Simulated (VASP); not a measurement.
**CuAu: single point with PBE**

The system is CuAu.

```xyz
2
Lattice="1.4526 0.8387 4.2844 -1.4526 0.8387 4.2844 0.0000 -1.6773 4.2844" Properties=species:S:1:pos:R:3 pbc="T T T"
Au    0.0000    0.0000    0.0000
Cu    0.0000    0.0000    6.4265
```

* Program: VASP 6.6.1
* Task: single point
* Functional: PBE
* Potentials or basis: VASP PAW PBE potentials, release 64 (Au, Cu)
* Cutoff: 520 eV
* k mesh: 11 × 11 × 11
* Occupations: fermi-dirac, width 0.05 eV
* Spin: no spin polarisation

The pressure is -3.7 GPa. The band gap on the k mesh is zero (band 11 reaches 9.82 eV, above the bottom of band 12 at 5.68 eV).

Stress tensor (GPa, compression positive):
```
-4.17  0.00  0.00
 0.00 -4.17  0.00
 0.00  0.00 -2.70
```

Levels at points of the mesh, in eV from the Fermi level:
```tsv
k point	band 9	band 10	band 11	band 12	band 13	band 14
(0.00, 0.00, 0.00)	-2.16	-1.56	-1.56	-0.01	4.46	14.54
```

It took 76 s on 1 thread of Intel(R) Xeon(R) 6975P-C (Granite Rapids), with other jobs on the host, peak memory 0.27 GiB.

Caveat: spin-orbit coupling is left out, which moves the levels of the heavy elements.
